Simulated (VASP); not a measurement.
Runs of VASP 6.6.1 on AlNi3. The structure is that of space group Pm-3m (No. 221), or close to it. The cells are those of the table. 

```csv
cell,k mesh,smearing,gap on the mesh (eV),pressure (GPa),moment (μB)
"a = 3.519 Å, 4 atoms",14 × 14 × 14,gaussian 0.1 eV,none,0.1,(b)
"a = 3.519 Å, 4 atoms",10 × 10 × 10,gaussian 0.15 eV,none,0.1,0.57
"a = 3.588 Å, 4 atoms",12 × 12 × 12,gaussian 0.1 eV,none,-10.2,(a)
"a = 3.554 Å, 4 atoms",12 × 12 × 12,gaussian 0.1 eV,none,-5.5,0.68
```

Alike in all rows: task single point; level PBEsol; potentials or basis VASP PAW PBE potentials, release 64 (Al, Ni); spin collinear, ferromagnetic start; cutoff (eV) 520.

Q: Estimate the missing entries.

A: (a) 0.70; (b) 0.67.

Caveats: the PAW data sets were made with another functional, which shifts forces and pressure a little.

A gap of «none» marks levels without a gap at the run's occupations.
